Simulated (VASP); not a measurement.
Wanted: the native input for a VASP 6.6.1 run.

```yaml
Task: relaxation of cell and atoms
Functional: PBE
Potentials_or_basis: VASP PAW PBE potentials, release 64 (Li_sv, Sr_sv)
Cutoff: 600 eV
k_mesh: 4 × 4 × 4
Occupations: gaussian, width 0.1 eV
Spin: no spin polarisation
Dipole_correction: no
Further_INCAR_settings: ALGO = Normal; EDIFF = 1e-06; IBRION = 2; EDIFFG = -0.04; NSW = 90; ISIF = 3
```

The structure of SrLi3 lies in POSCAR:

```
SrLi3
1.0
    4.0691990903      0.0000000000      0.0000000000
    0.0000000000      4.0691990903      0.0000000000
    0.0000000000      0.0000000000      4.0691990903
Li Sr
3 1
Direct
    0.0000000000      0.5000000000      0.5000000000
    0.5000000000      0.0000000000      0.5000000000
    0.5000000000      0.5000000000      0.0000000000
    0.0000000000      0.0000000000      0.0000000000
```

The input as run:

INCAR

```
SYSTEM = SrLi3
PREC = Accurate
ENCUT = 600
EDIFF = 1E-6
ISMEAR = 0
SIGMA = 0.1
LREAL = .False.
LASPH = .True.
NELM = 60
ALGO = Normal
ISIF = 3
LWAVE = .False.
LCHARG = .False.
GGA = PE
IBRION = 2
NSW = 90
EDIFFG = -0.04
```

KPOINTS

```
Automatic mesh
0
Gamma
  4 4 4
  0 0 0
```

Potentials or basis: VASP PAW PBE potentials, release 64 (Li_sv, Sr_sv).

Run with:

```console
$ cat potpaw_PBE.64/Li_sv/POTCAR potpaw_PBE.64/Sr_sv/POTCAR > POTCAR
$ mpirun -np 1 vasp_std > vasp.out
```

It gave:

```yaml
Relaxed_volume: 28.73 Å³/atom
Relaxed_cell: a = 4.862 Å, b = 4.862 Å, c = 4.862 Å, α = 90.00°, β = 90.00°, γ = 90.00°
Space_group_after_relaxing_to_0.1_Å: Pm-3m (No. 221)
Energy_gained_by_relaxing: 563.3 meV/atom
Ionic_steps: 5
Pressure_after_relaxing: 0.0 GPa
Band_gap_on_the_k_mesh: zero (an odd number of electrons rules out a gap without spin polarisation)
```

Caveat: the k points lie up to 0.32 Å⁻¹ apart in the final cell, too coarse for converged energies and pressures of a metal; the cutoff is under 1.25 times the usual one of these potentials, so pressure, stress and relaxed cells hold a basis-set (Pulay) error; the volume moved by over 15 % at a fixed basis, so the end points are rough.

Wall time 110 s on 1 thread of Oxide Virtual Turin-like Processor (shared host), peak memory 0.18 GiB.
